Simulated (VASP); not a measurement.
# ScIn3Rh (Pm-3m) in VASP: notebook

ScIn3Rh is run at these levels: PBE; tasks: single point, relaxation of cell and atoms.

All numbers are computed with VASP 6.6.1; they aren't measurements. Logs are shortened: lines on timing, memory, paths and dates and some standing lists are left out, and cuts for length are marked.

**1. The cell of the first run**

The structure is cubic, space group Pm-3m (No. 221). Conventional cell: a = 4.925 Å, b = 4.925 Å, c = 4.925 Å, α = 90.00°, β = 90.00°, γ = 90.00°. Sc (site symmetry m-3m) has 12 In at 3.48 Å and 8 Rh at 4.27 Å within 4.6 Å. In (site symmetry 4/mmm) has 2 Rh at 2.46 Å within 3.3 Å. Within 3.3 Å of Rh (site symmetry m-3m) lie 6 In at 2.46 Å.

The cell was built from a structure type or drawn by symmetry, and may not be a known phase.

**2. Single point, PBE**

INCAR

```
SYSTEM = ScIn3Rh
PREC = Accurate
ENCUT = 500
EDIFF = 1E-6
ISMEAR = 0
SIGMA = 0.1
LREAL = .FALSE.
LASPH = .TRUE.
NELM = 120
ALGO = Normal
ISIF = 2
LWAVE = .FALSE.
LCHARG = .FALSE.
GGA = PE
NBANDS = 40
GGA_COMPAT = .FALSE.
```

KPOINTS

```
regular mesh
0
G
  4 4 4
  0 0 0
```

POSCAR

```
ScIn3Rh
1.0
    4.9251028100      0.0000000000      0.0000000000
    0.0000000000      4.9251028100      0.0000000000
    0.0000000000      0.0000000000      4.9251028100
Sc In Rh
1 3 1
Direct
    0.5000000000      0.5000000000      0.5000000000
    0.5000000000      0.0000000000      0.0000000000
    0.0000000000      0.5000000000      0.0000000000
    0.0000000000      0.0000000000      0.5000000000
    0.0000000000      0.0000000000      0.0000000000
```

Potentials or basis: VASP PAW PBE potentials, release 64 (Sc_sv, In_d, Rh_pv).

The run is started by

```bash
cat potpaw_PBE.64/Sc_sv/POTCAR potpaw_PBE.64/In_d/POTCAR potpaw_PBE.64/Rh_pv/POTCAR > POTCAR
mpirun -np 1 vasp_std > vasp.out
```

OUTCAR:

```text
SYSTEM = ScIn3Rh
   PREC = Accurate
   ENCUT = 500
   EDIFF = 1E-6
   ISMEAR = 0
   LREAL = .FALSE.
   LASPH = .TRUE.
   NELM = 120
   ISIF = 2
   GGA = PE

 ion  position               nearest neighbor table
   1  0.500  0.500  0.500-   2 3.48   3 3.48   4 3.48   2 3.48   3 3.48   2 3.48   4 3.48   2 3.48
                             3 3.48   4 3.48   3 3.48   4 3.48
   2  0.500  0.000  0.000-   5 2.46   5 2.46   4 3.48   1 3.48   1 3.48   4 3.48   1 3.48   3 3.48
                             1 3.48   3 3.48   4 3.48   3 3.48   4 3.48   3 3.48
   3  0.000  0.500  0.000-   5 2.46   5 2.46   4 3.48   1 3.48   1 3.48   4 3.48   2 3.48   4 3.48
                             2 3.48   4 3.48   1 3.48   2 3.48   1 3.48   2 3.48
   4  0.000  0.000  0.500-   5 2.46   5 2.46   3 3.48   1 3.48   2 3.48   3 3.48   2 3.48   1 3.48
                             3 3.48   3 3.48   1 3.48   2 3.48   2 3.48   1 3.48
   5  0.000  0.000  0.000-   2 2.46   3 2.46   4 2.46   4 2.46   3 2.46   2 2.46

  LATTYP: Found a simple cubic cell.
 ALAT       =     4.9251028100

  Lattice vectors:

 A1 = (   4.9251028100,   0.0000000000,   0.0000000000)
 A2 = (   0.0000000000,   4.9251028100,   0.0000000000)
 A3 = (   0.0000000000,   0.0000000000,   4.9251028100)

Analysis of symmetry for initial positions (statically):
=====================================================================
 Subroutine PRICEL returns:
 Original cell was already a primitive cell.

 Routine SETGRP: Setting up the symmetry group for a
 simple cubic supercell.

 Subroutine GETGRP returns: Found 48 space group operations
 (whereof 48 operations were pure point group operations)
 out of a pool of 48 trial point group operations.

The static configuration has the point symmetry O_h .

Analysis of symmetry for dynamics (positions and initial velocities):
=====================================================================
 Subroutine PRICEL returns:
 Original cell was already a primitive cell.

 Routine SETGRP: Setting up the symmetry group for a
 simple cubic supercell.

 Subroutine GETGRP returns: Found 48 space group operations
 (whereof 48 operations were pure point group operations)
 out of a pool of 48 trial point group operations.

The dynamic configuration has the point symmetry O_h .

 Subroutine INISYM returns: Found 48 space group operations
 (whereof 48 operations are pure point group operations),
 and found     1 'primitive' translations

[... 81 lines left out ...]
   LSORBIT =      F    spin-orbit coupling
   LASPH  =      T    aspherical Exc in radial PAW
   ENCUT  =  500.0 eV  36.75 Ry    6.06 a.u.   8.98  8.98  8.98*2*pi/ulx,y,z
   NELM   =    120;   NELMIN=  2; NELMDL= -5     # of ELM steps
   EDIFF  = 0.1E-05   stopping-criterion for ELM
   LREAL  =      F    real-space projection
[... 7 lines left out ...]
   TEBEG  =    0.0;   TEEND  =   0.0 temperature during run
   PSTRESS=    0.0 pullay stress
   NELECT =      65.0000    total number of electrons
   NUPDOWN=      -1.0000    fix difference up-down
   EMIN   =  10.00;   EMAX   =-10.00  energy-range for DOS
   EFERMI =   0.00;   METHOD = LEGACY
   ISMEAR =     0;   SIGMA  =   0.10  broadening in eV -4-tet -1-fermi 0-gaus
   EFERMI_NEDOS =   21; number of points for ismear=-14 and -15
   IALGO  =     38    algorithm
   IMIX   =      4    mixing-type and parameters
     AMIX     =   0.40;   BMIX     =  1.00
     AMIX_MAG =   1.60;   BMIX_MAG =  1.00
  volume/ion in A,a.u.               =      23.89       161.24
  Fermi-wavevector in a.u.,A,eV,Ry     =   1.336485  2.525590 24.302608  1.786191
  Thomas-Fermi vector in A             =   2.465108
   LORBIT       =      0    0 simple, 1 ext, 2 COOP (PROOUT), +10 PAW based schemes
   GGA     = PE    functional components
   LHFCALC =     F    Hartree Fock is set to
   AEXX    =    0.0000 exact exchange contribution
   IVDW    =     0    specifies the selected vdW correction
   LEPSILON=     F    determine dielectric tensor
   LRPA    =     F    only Hartree local field effects (RPA)
 non-spin polarized calculation
 Gauss-broadening in eV      SIGMA  =   0.10
  energy-cutoff  :      500.00
  volume of cell :      119.47
 maximum number of plane-waves:      3060
 NGX is ok and might be reduce to    36
   NGX = 17   NGY = 17   NGZ = 17

 number of electron      64.9999978 magnetization

 Free energy of the ion-electron system (eV)
  ---------------------------------------------------
  ext. energy  EPLUGINS =         0.00000000
  ---------------------------------------------------
  free energy    TOTEN  =       -20.97075555 eV

  energy without entropy =      -20.97006487  energy(sigma->0) =      -20.97041021

 E-fermi :   7.2122     XC(G=0): -10.4006

 val. band max:        7.0200316599   @ k =   0.5000   0.5000   0.2500
 cond. band min:       7.4105581050   @ k =   0.2500   0.0000   0.0000
 fundamental gap:      0.3905264452
 Fermi energy:         7.2122438984

 k-point     1 :       0.0000    0.0000    0.0000
  band No.  band energies     occupation
      1     -43.5632      2.00000
      2     -39.0449      2.00000
      3     -39.0449      2.00000
      4     -39.0449      2.00000
      5     -22.1758      2.00000
      6     -22.1758      2.00000
[... 419 lines left out ...]
     39       8.7188      0.00000
     40       8.7188      0.00000

------------------------ aborting loop because EDIFF is reached ----------------------------------------

  FORCE on cell =-STRESS in cart. coord.  units (eV):
  Direction    XX          YY          ZZ          XY          YZ          ZX
  --------------------------------------------------------------------------------------
  -------------------------------------------------------------------------------------
  Total        4.6578630      4.6578630      4.6578630      0.0000000     -0.0000000      0.0000000
  in kB       62.4671064     62.4671064     62.4671064      0.0000000     -0.0000000      0.0000000
  external PRESSURE =      62.4671064 kB  Pullay stress =       0.0000000 kB

 VOLUME and BASIS-vectors are now :
 -----------------------------------------------------------------------------
  energy-cutoff  :      500.00
  volume of cell :      119.47
      direct lattice vectors                 reciprocal lattice vectors
     4.925102810  0.000000000  0.000000000     0.203041447  0.000000000  0.000000000
     0.000000000  4.925102810  0.000000000     0.000000000  0.203041447  0.000000000
     0.000000000  0.000000000  4.925102810     0.000000000  0.000000000  0.203041447

 POSITION                                       TOTAL-FORCE (eV/Angst)
 -----------------------------------------------------------------------------------
      2.46255      2.46255      2.46255         0.000000      0.000000      0.000000
      2.46255      0.00000      0.00000         0.000000      0.000000      0.000000
      0.00000      2.46255      0.00000         0.000000      0.000000      0.000000
      0.00000      0.00000      2.46255         0.000000      0.000000      0.000000
      0.00000      0.00000      0.00000         0.000000      0.000000      0.000000
 -----------------------------------------------------------------------------------
    total drift:                                0.000000      0.000000     -0.000000

  FREE ENERGIE OF THE ION-ELECTRON SYSTEM (eV)
  ---------------------------------------------------
  free  energy   TOTEN  =       -20.9707555520 eV

  energy  without entropy=      -20.9700648747  energy(sigma->0) =      -20.97041021
```

OSZICAR:

```text
N       E                     dE             d eps       ncg     rms          rms(c)
DAV:   1     0.867705934643E+03    0.86771E+03   -0.30756E+04   800   0.208E+03
DAV:   2     0.821012112178E+02   -0.78560E+03   -0.76988E+03   800   0.632E+02
DAV:   3    -0.191177458693E+02   -0.10122E+03   -0.97072E+02  1040   0.241E+02
DAV:   4    -0.241248000484E+02   -0.50071E+01   -0.49625E+01  1048   0.573E+01
DAV:   5    -0.243624465113E+02   -0.23765E+00   -0.23757E+00  1280   0.131E+01    0.129E+01
DAV:   6    -0.216281060376E+02    0.27343E+01   -0.14406E+01  1088   0.226E+01    0.103E+01
DAV:   7    -0.212851987638E+02    0.34291E+00   -0.67547E+00  1136   0.175E+01    0.421E+00
DAV:   8    -0.209937631190E+02    0.29144E+00   -0.15757E+00  1064   0.811E+00    0.139E+00
DAV:   9    -0.210043280055E+02   -0.10565E-01   -0.57986E-01  1168   0.437E+00    0.131E+00
DAV:  10    -0.209795601740E+02    0.24768E-01   -0.39149E-02  1184   0.116E+00    0.837E-01
DAV:  11    -0.209710307191E+02    0.85295E-02   -0.51936E-02  1128   0.123E+00    0.208E-01
DAV:  12    -0.209717558765E+02   -0.72516E-03   -0.32099E-03  1128   0.374E-01    0.203E-01
DAV:  13    -0.209707528726E+02    0.10030E-02   -0.37239E-03  1152   0.332E-01    0.217E-02
DAV:  14    -0.209707590184E+02   -0.61458E-05   -0.70838E-05  1032   0.459E-02    0.156E-02
DAV:  15    -0.209707561102E+02    0.29081E-05   -0.13804E-05  1000   0.200E-02    0.686E-03
DAV:  16    -0.209707555520E+02    0.55821E-06   -0.14423E-06   632   0.878E-03
   1 F= -.20970756E+02 E0= -.20970410E+02  d E =-.690677E-03
```

Run time: 20 s. Hardware: 1 thread of Intel Xeon 6975P-C (Granite Rapids), shared host; peak memory 0.22 GiB.

What came out:

```yaml
Free_energy: -20.9708 eV
Pressure: 6.2 GPa
Band_gap_on_the_k_mesh: zero (an odd number of electrons rules out a gap without spin polarisation)
```

Levels at points of the mesh, in eV from the Fermi level:
```
           k point  band 29  band 30  band 31  band 32  band 33  band 34  band 35  band 36
(0.00, 0.00, 0.00)    -1.96    -1.96    -1.96    -0.20    -0.20     0.81     0.81     0.81
(0.50, 0.00, 0.00)    -2.22    -1.43    -1.43    -0.83     0.40     0.75     1.42     1.61
(0.50, 0.50, 0.00)    -2.93    -2.93    -1.20     0.24     0.24     0.84     0.89     0.90
(0.50, 0.50, 0.50)    -4.11    -3.50    -3.50    -0.45    -0.45    -0.45     0.24     1.03
```

Caveat: the cell stands under pressure; spin-orbit coupling is left out, which moves the levels of the heavy elements.

**3. Single point, PBE**

This run uses another cell than the first one, of 25.93 Å³/atom.

INCAR

```
PREC     = Accurate       # precision mode
ENCUT    = 500            # plane-wave cutoff, eV
EDIFF    = 1E-6           # SCF threshold, eV
ISMEAR   = 0              # smearing method
SIGMA    = 0.1            # smearing width, eV
LREAL    = False          # projectors in reciprocal space
LASPH    = True           # aspherical terms in the spheres
NELM     = 120            # most SCF steps
ALGO     = Normal         # electronic algorithm
ISIF     = 2              # what is computed and relaxed
LWAVE    = False          # write WAVECAR
LCHARG   = False          # write CHGCAR
GGA      = PE             # functional
NBANDS   = 40             # bands
GGA_COMPAT= False
```

KPOINTS

```
Automatic mesh
0
Gamma
  8 8 8
```

POSCAR: that of step 2 with these lines changed.

```diff
@@ -2,5 +2,5 @@
 1.0
-    4.9251028100      0.0000000000      0.0000000000
-    0.0000000000      4.9251028100      0.0000000000
-    0.0000000000      0.0000000000      4.9251028100
+    5.0615592787      0.0000000000      0.0000000000
+    0.0000000000      5.0615592787      0.0000000000
+    0.0000000000      0.0000000000      5.0615592787
 Sc In Rh
```

Potentials or basis: VASP PAW PBE potentials, release 64 (Sc_sv, In_d, Rh_pv).

The run is started by

```bash
cat potpaw_PBE.64/Sc_sv/POTCAR potpaw_PBE.64/In_d/POTCAR potpaw_PBE.64/Rh_pv/POTCAR > POTCAR
mpirun -np 1 vasp_std > vasp.out
```

It took 78 s on 1 thread of Intel Xeon 6975P-C (Granite Rapids), shared host; peak memory 0.34 GiB.

It converged, with:

```yaml
Free_energy: -21.1286 eV
Pressure: 0.0 GPa
Band_gap_on_the_k_mesh: zero (an odd number of electrons rules out a gap without spin polarisation)
```

Levels at points of the mesh, in eV from the Fermi level:
| k point | band 29 | band 30 | band 31 | band 32 | band 33 | band 34 | band 35 | band 36 |
| --- | --- | --- | --- | --- | --- | --- | --- | --- |
| (0.00, 0.00, 0.00) | -1.73 | -1.73 | -1.73 | -0.18 | -0.18 | 0.75 | 0.75 | 0.75 |
| (0.50, 0.00, 0.00) | -1.98 | -1.23 | -1.23 | -0.68 | 0.30 | 0.70 | 1.19 | 1.31 |
| (0.50, 0.50, 0.00) | -2.60 | -2.60 | -1.05 | 0.25 | 0.25 | 0.75 | 0.82 | 0.87 |
| (0.50, 0.50, 0.50) | -3.66 | -3.14 | -3.14 | -0.33 | -0.33 | -0.33 | 0.15 | 0.93 |

Caveat: spin-orbit coupling is left out, which moves the levels of the heavy elements.

**4. Relaxation of cell and atoms, PBE**

This run uses another cell than the first one, of 25.85 Å³/atom.

INCAR

```
PREC = Accurate
ENCUT = 500
EDIFF = 1E-7
ISMEAR = 0
SIGMA = 0.1
LREAL = False
LASPH = True
NELM = 120
ALGO = Normal
ISIF = 3
LWAVE = False
LCHARG = False
GGA = PE
IBRION = 2
NSW = 100
EDIFFG = -0.01
GGA_COMPAT = False
NELMIN = 4
```

KPOINTS is that of step 3.

POSCAR: that of step 3 with these lines changed.

```diff
@@ -2,5 +2,5 @@
 1.0
-    5.0615592787      0.0000000000      0.0000000000
-    0.0000000000      5.0615592787      0.0000000000
-    0.0000000000      0.0000000000      5.0615592787
+    5.0561097943      0.0000000000      0.0000000000
+    0.0000000000      5.0561097943      0.0000000000
+    0.0000000000      0.0000000000      5.0561097943
 Sc In Rh
```

Potentials or basis: VASP PAW PBE potentials, release 64 (Sc_sv, In_d, Rh_pv).

The run is started by

```bash
cat potpaw_PBE.64/Sc_sv/POTCAR potpaw_PBE.64/In_d/POTCAR potpaw_PBE.64/Rh_pv/POTCAR > POTCAR
mpirun -np 1 vasp_std > vasp.out
```

OUTCAR:

```text
PREC = Accurate
   ENCUT = 500
   EDIFF = 1E-7
   ISMEAR = 0
   LREAL = False
   LASPH = True
   NELM = 120
   ISIF = 3
   GGA = PE
   IBRION = 2
   NSW = 100
   EDIFFG = -0.01
   NELMIN = 4

 ion  position               nearest neighbor table
   1  0.500  0.500  0.500-   2 3.58   3 3.58   4 3.58   2 3.58   3 3.58   2 3.58   4 3.58   2 3.58
                             3 3.58   4 3.58   3 3.58   4 3.58
   2  0.500  0.000  0.000-   5 2.53   5 2.53   4 3.58   1 3.58   1 3.58   4 3.58   1 3.58   3 3.58
                             1 3.58   3 3.58   4 3.58   3 3.58   4 3.58   3 3.58
   3  0.000  0.500  0.000-   5 2.53   5 2.53   4 3.58   1 3.58   1 3.58   4 3.58   2 3.58   4 3.58
                             2 3.58   4 3.58   1 3.58   2 3.58   1 3.58   2 3.58
   4  0.000  0.000  0.500-   5 2.53   5 2.53   3 3.58   1 3.58   2 3.58   3 3.58   2 3.58   1 3.58
                             3 3.58   3 3.58   1 3.58   2 3.58   2 3.58   1 3.58
[... 280 lines left out ...]

 E-fermi :   6.3166     XC(G=0): -10.0170

 val. band max:        6.3092702604   @ k =   0.1250   0.0000   0.0000
 cond. band min:       6.3166748894   @ k =   0.1250   0.1250   0.1250
 fundamental gap:      0.0074046290
 Fermi energy:         6.3165586080

 k-point     1 :       0.0000    0.0000    0.0000
  band No.  band energies     occupation
      1     -44.6024      2.00000
      2     -39.7387      2.00000
      3     -39.7387      2.00000
      4     -39.7387      2.00000
      5     -23.2048      2.00000
      6     -23.2048      2.00000
[... 997 lines left out ...]
     38       7.9467      0.00000
     39       8.0955      0.00000

 [... further k-points ...]

------------------------ aborting loop because EDIFF is reached ----------------------------------------

  FORCE on cell =-STRESS in cart. coord.  units (eV):
  Direction    XX          YY          ZZ          XY          YZ          ZX
  --------------------------------------------------------------------------------------
  -------------------------------------------------------------------------------------
  Total        0.0014116      0.0014116      0.0014116      0.0000000      0.0000000     -0.0000000
  in kB        0.0174294      0.0174294      0.0174294      0.0000000      0.0000000     -0.0000000
  external PRESSURE =       0.0174294 kB  Pullay stress =       0.0000000 kB
[... 20 lines left out ...]
  FREE ENERGIE OF THE ION-ELECTRON SYSTEM (eV)
  ---------------------------------------------------
  free  energy   TOTEN  =       -21.1284987069 eV

  energy  without entropy=      -21.1107593610  energy(sigma->0) =      -21.11962903

 reached required accuracy - stopping structural energy minimisation
```

CONTCAR:

```text
ScIn3Rh
   1.00000000000000
     5.0627067301155400   -0.0000000000000000    0.0000000000000000
     0.0000000000000000    5.0627067301155400    0.0000000000000000
    -0.0000000000000000   -0.0000000000000000    5.0627067301155400
  Sc              In              Rh
     1     3     1
Direct
     0.5000000000000000    0.5000000000000000    0.5000000000000000
     0.5000000000000000    0.0000000000000000    0.0000000000000000
     0.0000000000000000    0.5000000000000000    0.0000000000000000
     0.0000000000000000    0.0000000000000000    0.5000000000000000
     0.0000000000000000    0.0000000000000000    0.0000000000000000

  0.00000000E+00  0.00000000E+00  0.00000000E+00
  0.00000000E+00  0.00000000E+00  0.00000000E+00
  0.00000000E+00  0.00000000E+00  0.00000000E+00
  0.00000000E+00  0.00000000E+00  0.00000000E+00
  0.00000000E+00  0.00000000E+00  0.00000000E+00
```

Run time: 2.9 min. Hardware: 1 thread of Intel Xeon 6975P-C (Granite Rapids), shared host; peak memory 0.35 GiB.

Results:

```
Free energy                           : -21.1285 eV
Relaxed volume                        : 25.95 Å³/atom
Relaxed cell                          : a = 5.063 Å, b = 5.063 Å, c = 5.063 Å, α = 90.00°, β = 90.00°, γ = 90.00°
Space group after relaxing (to 0.1 Å) : Pm-3m (No. 221)
Energy gained by relaxing             : 0.1 meV/atom
Ionic steps                           : 3
Pressure after relaxing               : 0.0 GPa
Band gap on the k mesh                : zero (an odd number of electrons rules out a gap without spin polarisation)
```

The path:
| step | energy change (eV) | largest force (eV/Å) | pressure (GPa) | volume (Å³) |
| --- | --- | --- | --- | --- |
| 1 | 0.0000 | 0.0000 | 0.26 | 129.26 |
| 2 | -0.0003 | 0.0000 | -0.14 | 130.04 |
| 3 | -0.0004 | 0.0000 | 0.00 | 129.76 |

Final structure:
```cif
data_structure
_symmetry_space_group_name_H-M 'P 1'
_symmetry_Int_Tables_number 1
_cell_length_a 5.0627
_cell_length_b 5.0627
_cell_length_c 5.0627
_cell_angle_alpha 90.000
_cell_angle_beta 90.000
_cell_angle_gamma 90.000
_cell_volume 129.76
loop_
_atom_site_label
_atom_site_type_symbol
_atom_site_fract_x
_atom_site_fract_y
_atom_site_fract_z
_atom_site_occupancy
Sc1 Sc 0.50000 0.50000 0.50000 1
In1 In 0.50000 0.00000 0.00000 1
In2 In 0.00000 0.50000 0.00000 1
In3 In 0.00000 0.00000 0.50000 1
Rh1 Rh 0.00000 0.00000 0.00000 1
```

Levels at points of the mesh, in eV from the Fermi level:
| k point | band 30 | band 31 | band 32 | band 33 | band 34 | band 35 |
| --- | --- | --- | --- | --- | --- | --- |
| (0.00, 0.00, 0.00) | -1.72 | -1.72 | -0.18 | -0.18 | 0.75 | 0.75 |
| (0.50, 0.00, 0.00) | -1.23 | -1.23 | -0.68 | 0.29 | 0.70 | 1.19 |
| (0.50, 0.50, 0.00) | -2.60 | -1.05 | 0.25 | 0.25 | 0.75 | 0.82 |
| (0.50, 0.50, 0.50) | -3.13 | -3.13 | -0.33 | -0.33 | -0.33 | 0.15 |

Caveat: spin-orbit coupling is left out, which moves the levels of the heavy elements.

**5. Overview**

| task | cell | k mesh | gap on the mesh (eV) | pressure (GPa) |
| --- | --- | --- | --- | --- |
| single point | a = 4.925 Å, 5 atoms | 4 × 4 × 4 | none | 6.2 |
| single point | a = 5.062 Å, 5 atoms | 8 × 8 × 8 | none | 0.0 |
| relaxation of cell and atoms | relaxed from a = 5.056 Å, 5 atoms | 8 × 8 × 8 | none | 0.0 |

Alike in all rows: level PBE; potentials or basis VASP PAW PBE potentials, release 64 (Sc_sv, In_d, Rh_pv); no spin polarisation; cutoff (eV) 500; smearing gaussian 0.1 eV.

Caveats: spin-orbit coupling is left out, which moves the levels of the heavy elements; the cell stands under pressure (at least some runs).

Total energies depend on the potentials used, so only differences within one code and one set of settings carry meaning.
